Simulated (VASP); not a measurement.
BAs, 2 atoms in the cell. Symmetry: F-43m, No. 216, cubic system. Conventional cell: a = 4.768 Å, b = 4.768 Å, c = 4.768 Å, α = 90.00°, β = 90.00°, γ = 90.00°. B (site symmetry -43m) has 4 As at 2.06 Å within 2.7 Å. Within 2.7 Å of As (site symmetry -43m) lie 4 B at 2.06 Å. 

```yaml
Program: VASP 6.6.1
Task: single point
Functional: PBEsol
Potentials_or_basis: VASP PAW PBE potentials, release 64 (B, As)
Cutoff: 500 eV
k_mesh: 6 × 6 × 6
Occupations: gaussian, width 0.01 eV
Spin: no spin polarisation
Dipole_correction: no
Further_INCAR_settings: ALGO = Normal; EDIFF = 1e-06; NBANDS = 11
```

Potentials or basis: VASP PAW PBE potentials, release 64 (B, As).

Run with:

```console
$ cat potpaw_PBE.64/B/POTCAR potpaw_PBE.64/As/POTCAR > POTCAR
$ mpirun -np 1 vasp_std > vasp.out
```

Hardware: 1 thread of Intel Xeon 8259CL, with other jobs on the host.

Q: Estimate the wall time of this run.

A: Wall time 11 s on 1 thread of Intel Xeon 8259CL, on a shared host, peak memory 0.15 GiB. Counts: scf iterations 12, k points 16.
